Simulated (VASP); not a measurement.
# Y (P6_3/mmc) in VASP: notebook, part 3 of 3

VASP 6.6.1. The steps go on from the part before.

**4. Single point, PBE**

This run uses another cell than the first one, of 32.86 Å³/atom, 0.995 times its volume.

Input file INCAR:

```
SYSTEM = Y
PREC     = Accurate       ! precision mode
ENCUT    = 520            ! plane-wave cutoff, eV
EDIFF    = 1E-7           ! SCF threshold, eV
ISMEAR   = 0              ! smearing method
SIGMA    = 0.1            ! smearing width, eV
LREAL    = .FALSE.        ! projectors in reciprocal space
LASPH    = .TRUE.         ! aspherical terms in the spheres
NELM     = 100            ! most SCF steps
ALGO     = Fast           ! electronic algorithm
ISIF     = 2              ! what is computed and relaxed
LWAVE    = .FALSE.        ! write WAVECAR
LCHARG   = .FALSE.        ! write CHGCAR
GGA      = PE             ! functional
NBANDS   = 18             ! bands
```

Input file KPOINTS:

```
Automatic mesh
0
G
  15 15 8
  0 0 0
```

Input file POSCAR:

```
Y
1.0
    3.6571046517      0.0000000000      0.0000000000
   -1.8285523259      3.1671455327      0.0000000000
    0.0000000000      0.0000000000      5.6740659780
Y
2
Direct
    0.3333333333      0.6666666667      0.2500000000
    0.6666666667      0.3333333333      0.7500000000
```

Potentials or basis: VASP PAW PBE potentials, release 64 (Y_sv).

Launch:

```sh
$ cat potpaw_PBE.64/Y_sv/POTCAR > POTCAR
$ mpirun -np 1 vasp_std > vasp.out
```

OUTCAR:

```text
SYSTEM = Y
   PREC = Accurate
   ENCUT = 520
   EDIFF = 1E-7
   ISMEAR = 0
   LREAL = .FALSE.
   LASPH = .TRUE.
   NELM = 100
   ISIF = 2
   GGA = PE

 ion  position               nearest neighbor table
   1  0.333  0.667  0.250-   2 3.54   2 3.54   2 3.54   2 3.54   2 3.54   2 3.54
   2  0.667  0.333  0.750-   1 3.54   1 3.54   1 3.54   1 3.54   1 3.54   1 3.54

  LATTYP: Found a hexagonal cell.
 ALAT       =     3.6571046517
 C/A-ratio  =     1.5515186243

  Lattice vectors:

 A1 = (   3.6571046517,   0.0000000000,   0.0000000000)
 A2 = (  -1.8285523259,   3.1671455327,   0.0000000000)
 A3 = (   0.0000000000,   0.0000000000,   5.6740659780)

Analysis of symmetry for initial positions (statically):
=====================================================================
 Subroutine PRICEL returns:
 Original cell was already a primitive cell.

 Routine SETGRP: Setting up the symmetry group for a
 hexagonal supercell.

 Subroutine GETGRP returns: Found 24 space group operations
 (whereof 12 operations were pure point group operations)
 out of a pool of 24 trial point group operations.

The static configuration has the point symmetry D_3d.
 The point group associated with its full space group is D_6h.

Analysis of symmetry for dynamics (positions and initial velocities):
=====================================================================
 Subroutine PRICEL returns:
 Original cell was already a primitive cell.

 Routine SETGRP: Setting up the symmetry group for a
 hexagonal supercell.

 Subroutine GETGRP returns: Found 24 space group operations
 (whereof 12 operations were pure point group operations)
 out of a pool of 24 trial point group operations.

The dynamic configuration has the point symmetry D_3d.
 The point group associated with its full space group is D_6h.

 Subroutine INISYM returns: Found 24 space group operations
 (whereof 12 operations are pure point group operations),
 and found     1 'primitive' translations

----------------------------------------------------------------------------------------

                                     Primitive cell

  volume of cell :      65.7203

  direct lattice vectors                    reciprocal lattice vectors
     3.657104652  0.000000000  0.000000000     0.273440357  0.157870863  0.000000000
    -1.828552326  3.167145533  0.000000000     0.000000000  0.315741727  0.000000000
     0.000000000  0.000000000  5.674065978     0.000000000  0.000000000  0.176240460

  length of vectors
     3.657104652  3.657104652  5.674065978     0.315741727  0.315741727  0.176240460

  position of ions in fractional coordinates (direct lattice)
     0.333333333  0.666666667  0.250000000
     0.666666667  0.333333333  0.750000000

  ion indices of the primitive-cell ions
   primitive index   ion index
                 1           1
                 2           2

----------------------------------------------------------------------------------------

 KPOINTS: Automatic mesh

Automatic generation of k-mesh.
 Grid dimensions read from file:
 generate k-points for:   15   15    8

 Generating k-lattice:

  Cartesian coordinates                     Fractional coordinates (reciprocal lattice)
     0.018229357  0.010524724  0.000000000     0.066666667  0.000000000  0.000000000
     0.000000000  0.021049448  0.000000000     0.000000000  0.066666667  0.000000000
     0.000000000  0.000000000  0.022030058     0.000000000  0.000000000  0.125000000

  Length of vectors
     0.021049448  0.021049448  0.022030058

  Shift w.r.t. Gamma in fractional coordinates (k-lattice)
     0.000000000  0.000000000  0.000000000

 Subroutine IBZKPT returns following result:
 ===========================================

 Found    135 irreducible k-points:

 Following reciprocal coordinates:
            Coordinates               Weight
  0.000000  0.000000  0.000000      1.000000
  0.066667  0.000000  0.000000      6.000000
  0.133333  0.000000  0.000000      6.000000
  0.200000 -0.000000  0.000000      6.000000
  0.266667  0.000000  0.000000      6.000000
  0.333333  0.000000  0.000000      6.000000
[... 16 lines left out ...]
  0.333333  0.200000  0.000000     12.000000
  0.400000  0.200000  0.000000      6.000000
 [... further k-points ...]
   k-points           NKPTS =    135   k-points in BZ     NKDIM =    135   number of bands    NBANDS=     18
   number of dos      NEDOS =    301   number of ions     NIONS =      2
   total plane-waves  NPLWV =  32928
   dimension x,y,z NGX =    28 NGY =   28 NGZ =   42
   dimension x,y,z NGXF=    56 NGYF=   56 NGZF=   84
   ions per type =               2
   NGX,Y,Z   is equivalent  to a cutoff of  12.73, 12.73, 12.31 a.u.
   NGXF,Y,Z  is equivalent  to a cutoff of  25.46, 25.46, 24.61 a.u.
 SYSTEM =  Y
   PREC   = accura    normal or accurate (medium, high low for compatibility)
   ISTART =      0    job   : 0-new  1-cont  2-samecut
   ICHARG =      2    charge: 1-file 2-atom 10-const
   ISPIN  =      1    spin polarized calculation?
   LNONCOLLINEAR =      F non collinear calculations
   LSORBIT =      F    spin-orbit coupling
   LASPH  =      T    aspherical Exc in radial PAW
   ENCUT  =  520.0 eV  38.22 Ry    6.18 a.u.   6.80  6.80 10.55*2*pi/ulx,y,z
   NELM   =    100;   NELMIN=  2; NELMDL= -5     # of ELM steps
   EDIFF  = 0.1E-06   stopping-criterion for ELM
   LREAL  =      F    real-space projection
   EDIFFG = 0.1E-05   stopping-criterion for IOM
   NSW    =      0    number of steps for IOM
   IBRION =     -1    ionic relax: 0-MD 1-quasi-New 2-CG
   NFREE  =      0    steps in history (QN), initial steepest desc. (CG)
   ISIF   =      2    stress and relaxation
   ISYM   =      2    0-nonsym 1-usesym 2-fastsym
   POTIM  = 0.5000    time-step for ionic-motion
   TEBEG  =    0.0;   TEEND  =   0.0 temperature during run
   PSTRESS=    0.0 pullay stress
   NELECT =      22.0000    total number of electrons
   NUPDOWN=      -1.0000    fix difference up-down
   EMIN   =  10.00;   EMAX   =-10.00  energy-range for DOS
   EFERMI =   0.00;   METHOD = LEGACY
   ISMEAR =     0;   SIGMA  =   0.10  broadening in eV -4-tet -1-fermi 0-gaus
   EFERMI_NEDOS =   21; number of points for ismear=-14 and -15
   IALGO  =     68    algorithm
   IMIX   =      4    mixing-type and parameters
     AMIX     =   0.40;   BMIX     =  1.00
     AMIX_MAG =   1.60;   BMIX_MAG =  1.00
  volume/ion in A,a.u.               =      32.86       221.75
  Fermi-wavevector in a.u.,A,eV,Ry     =   1.136709  2.148068 17.580174  1.292106
  Thomas-Fermi vector in A             =   2.273414
   LORBIT       =      0    0 simple, 1 ext, 2 COOP (PROOUT), +10 PAW based schemes
   GGA     = PE    functional components
   LHFCALC =     F    Hartree Fock is set to
   AEXX    =    0.0000 exact exchange contribution
   IVDW    =     0    specifies the selected vdW correction
   LEPSILON=     F    determine dielectric tensor
   LRPA    =     F    only Hartree local field effects (RPA)
 non-spin polarized calculation
 RMM-DIIS sequential band-by-band and
 Gauss-broadening in eV      SIGMA  =   0.10
  energy-cutoff  :      520.00
  volume of cell :       65.72
 maximum number of plane-waves:      1788
 NGX is ok and might be reduce to    28
   NGX = 13   NGY = 13   NGZ = 21

 number of electron      22.0000000 magnetization

 Free energy of the ion-electron system (eV)
  ---------------------------------------------------
  ext. energy  EPLUGINS =         0.00000000
  ---------------------------------------------------
  free energy    TOTEN  =       -12.87636855 eV

  energy without entropy =      -12.85814193  energy(sigma->0) =      -12.86725524

 E-fermi :   2.9912     XC(G=0):  -9.4249

 val. band max:        2.9886449401   @ k =   0.3333   0.2667   0.3750
 cond. band min:       3.0144751418   @ k =   0.2000   0.0667   0.0000
 fundamental gap:      0.0258302016
 Fermi energy:         2.9912250315

 k-point     1 :       0.0000    0.0000    0.0000
  band No.  band energies     occupation
      1     -39.6947      2.00000
      2     -39.6184      2.00000
      3     -19.9749      2.00000
      4     -19.5020      2.00000
      5     -19.5020      2.00000
      6     -19.4078      2.00000
[... 10 lines left out ...]
     17       5.7230      0.00000
     18       5.7230      0.00000
[... 463 lines left out ...]
 k-point    24 :       0.4000    0.2000    0.0000
  band No.  band energies     occupation
      1     -39.6286      2.00000
      2     -39.6131      2.00000
      3     -19.8272      2.00000
      4     -19.7234      2.00000
      5     -19.6818      2.00000
      6     -19.6766      2.00000
[... 10 lines left out ...]
     17       7.9261      0.00000
     18       8.2338      0.00000

 [... further k-points ...]
[... 5 lines left out ...]
  --------------------------------------------------------------------------------------
  -------------------------------------------------------------------------------------
  Total       -0.0528378     -0.0528378     -0.0445007      0.0000000      0.0000000      0.0000000
  in kB       -1.2881181     -1.2881181     -1.0848697      0.0000000      0.0000000      0.0000000
  external PRESSURE =      -1.2203686 kB  Pullay stress =       0.0000000 kB

 VOLUME and BASIS-vectors are now :
 -----------------------------------------------------------------------------
  energy-cutoff  :      520.00
  volume of cell :       65.72
      direct lattice vectors                 reciprocal lattice vectors
     3.657104652  0.000000000  0.000000000     0.273440357  0.157870863  0.000000000
    -1.828552326  3.167145533  0.000000000     0.000000000  0.315741727  0.000000000
     0.000000000  0.000000000  5.674065978     0.000000000  0.000000000  0.176240460

 POSITION                                       TOTAL-FORCE (eV/Angst)
 -----------------------------------------------------------------------------------
     -0.00000      2.11143      1.41852         0.000000     -0.000000      0.000000
      1.82855      1.05572      4.25555        -0.000000      0.000000      0.000000
 -----------------------------------------------------------------------------------
    total drift:                               -0.000000      0.000000     -0.000000

  FREE ENERGIE OF THE ION-ELECTRON SYSTEM (eV)
  ---------------------------------------------------
  free  energy   TOTEN  =       -12.8763685450 eV

  energy  without entropy=      -12.8581419289  energy(sigma->0) =      -12.86725524
```

It took 1.9 min on 1 thread of Intel Xeon 6975P-C (Granite Rapids), shared host; peak memory 0.29 GiB.

Results:

* Free energy: -12.8764 eV
* Pressure: -0.1 GPa
* Band gap on the k mesh: zero (band 11 reaches 3.99 eV, above the bottom of band 12 at 2.51 eV)

Levels at points of the mesh, in eV from the Fermi level:
| k point | band 9 | band 10 | band 11 | band 12 | band 13 | band 14 |
| --- | --- | --- | --- | --- | --- | --- |
| (0.00, 0.00, 0.00) | -4.68 | -1.83 | 0.96 | 1.74 | 1.74 | 2.13 |
| (0.00, 0.00, 0.50) | -3.22 | -3.22 | 1.00 | 1.00 | 1.64 | 1.64 |

**5. Single point, PBE**

This run uses another cell than the first one, of 32.86 Å³/atom, 0.995 times its volume.

Input file INCAR:

```
SYSTEM = Y
ALGO = Fast
EDIFF = 1E-7
ENCUT = 520
GGA = PE
ISIF = 2
ISMEAR = 0
ISYM = 0
LASPH = .True.
LCHARG = .False.
LREAL = .False.
LWAVE = .False.
NBANDS = 18
NELM = 80
PREC = Accurate
SIGMA = 0.1
```

Input file KPOINTS:

```
k-points
0
Gamma
  10 6 12
  0 0 0
```

Input file POSCAR:

```
Y
1.0
    3.6571046507      0.0000000000      0.0000000000
   -1.8285523254      6.4981409309      0.0000000000
    1.8285523254      1.5436431630      2.7654975331
Y
2
Direct
    0.0833333333      0.7500000000      0.5833333333
    0.9166666667      0.2500000000      0.4166666667
```

Launch:

```sh
$ cat potpaw_PBE.64/Y_sv/POTCAR > POTCAR
$ mpirun -np 1 vasp_std > vasp.out
```

Wall time 33 min (1 thread of AMD EPYC 7R13, shared host); peak memory 0.48 GiB.

The run converged. Its results:

| Property | Result |
| --- | --- |
| Free energy | -12.8764 eV |
| Pressure | -0.1 GPa |
| Largest force | 0.005 eV/Å |
| Band gap on the k mesh | zero (band 11 reaches 3.99 eV, above the bottom of band 12 at 2.52 eV) |

Forces on the atoms (eV/Å):
```
Y   -0.004  0.000 -0.003
Y    0.004  0.000  0.003
```

Levels at points of the mesh, in eV from the Fermi level:
```csv
k point,band 7,band 8,band 9,band 10,band 11,band 12,band 13,band 14,band 15,band 16
"(0.00, 0.00, 0.00)",-22.40,-22.36,-4.68,-1.84,0.96,1.73,1.74,2.13,2.36,2.36
"(0.50, 0.00, 0.00)",-22.51,-22.51,-1.64,-1.64,0.09,0.09,1.39,1.39,2.74,2.74
"(0.00, 0.50, 0.00)",-22.45,-22.45,-3.22,-3.22,1.00,1.00,1.64,1.64,1.64,1.64
"(0.50, 0.50, 0.00)",-22.52,-22.45,-1.68,-1.18,-0.79,-0.13,1.42,1.44,2.11,4.96
"(0.00, 0.00, 0.50)",-22.51,-22.51,-1.64,-1.64,0.09,0.09,1.39,1.39,2.74,2.74
"(0.50, 0.00, 0.50)",-22.52,-22.45,-1.68,-1.18,-0.79,-0.13,1.43,1.44,2.11,4.96
"(0.00, 0.50, 0.50)",-22.52,-22.45,-1.68,-1.18,-0.79,-0.13,1.43,1.44,2.11,4.96
"(0.50, 0.50, 0.50)",-22.51,-22.51,-1.64,-1.64,0.09,0.09,1.39,1.39,2.74,2.74
```

**6. Single point, PBE**

This run uses another cell than the first one, of 32.86 Å³/atom, 0.995 times its volume.

Input file INCAR:

```
SYSTEM = Y
PREC = Accurate ; ENCUT = 520
EDIFF = 1E-7 ; ISMEAR = 0
SIGMA = 0.1 ; LREAL = .False.
LASPH = .True. ; NELM = 60
ALGO = Normal ; ISIF = 2
LWAVE = .False. ; LCHARG = .False.
GGA = PE ; NBANDS = 18
```

Input file KPOINTS:

```
Automatic mesh
0
Gamma
  12 12 6
  0 0 0
```

Input file POSCAR:

```
Y
1.0
    3.6571046552      0.0000000000      0.0000000000
   -1.8285523276      3.1671455357      0.0000000000
    0.0000000000      0.0000000000      5.6740659744
Y
2
Direct
    0.3333333333      0.6666666667      0.2500000000
    0.6666666667      0.3333333333      0.7500000000
```

Potentials or basis: VASP PAW PBE potentials, release 64 (Y_sv).

Launch:

```sh
$ cat potpaw_PBE.64/Y_sv/POTCAR > POTCAR
$ mpirun -np 1 vasp_std > vasp.out
```

Wall time 2.2 min (1 thread of AMD EPYC 7R43 (Zen 3), shared host); peak memory 0.2 GiB.

It converged, with:

```yaml
Free_energy: -12.8778 eV
Pressure: -0.1 GPa
Band_gap_on_the_k_mesh: zero (band 11 reaches 3.99 eV, above the bottom of band 12 at 2.53 eV)
```

Levels at points of the mesh, in eV from the Fermi level:
| k point | band 9 | band 10 | band 11 | band 12 | band 13 | band 14 |
| --- | --- | --- | --- | --- | --- | --- |
| (0.00, 0.00, 0.00) | -4.69 | -1.84 | 0.95 | 1.73 | 1.73 | 2.12 |
| (0.50, 0.00, 0.00) | -1.69 | -1.19 | -0.80 | -0.14 | 1.42 | 1.44 |
| (0.00, 0.00, 0.50) | -3.23 | -3.23 | 0.99 | 0.99 | 1.63 | 1.63 |
| (0.50, 0.00, 0.50) | -1.65 | -1.65 | 0.08 | 0.08 | 1.38 | 1.38 |

**7. The runs side by side**

| cell | k mesh | gap on the mesh (eV) | pressure (GPa) |
| --- | --- | --- | --- |
| a = 3.647, b = 3.647, c = 5.731 Å, angles 90.0, 90.0, 120.0°, 2 atoms | 6 × 6 × 4 | none | -0.2 |
| a = 3.657, b = 3.657, c = 5.674 Å, angles 90.0, 90.0, 120.0°, 2 atoms | 12 × 12 × 6 | none | -0.1 |
| a = 3.657, b = 3.657, c = 5.674 Å, angles 90.0, 90.0, 120.0°, 2 atoms | 15 × 15 × 8 | none | -0.1 |
| a = 3.657, b = 6.751 Å, angles 74.3, 60.0, 105.7°, 2 atoms | 10 × 6 × 12 | none | -0.1 |

Alike in all rows: task single point; level PBE; potentials or basis VASP PAW PBE potentials, release 64 (Y_sv); no spin polarisation; cutoff (eV) 520; smearing gaussian 0.1 eV.

Absolute energies hang on the potentials; compare differences alone.
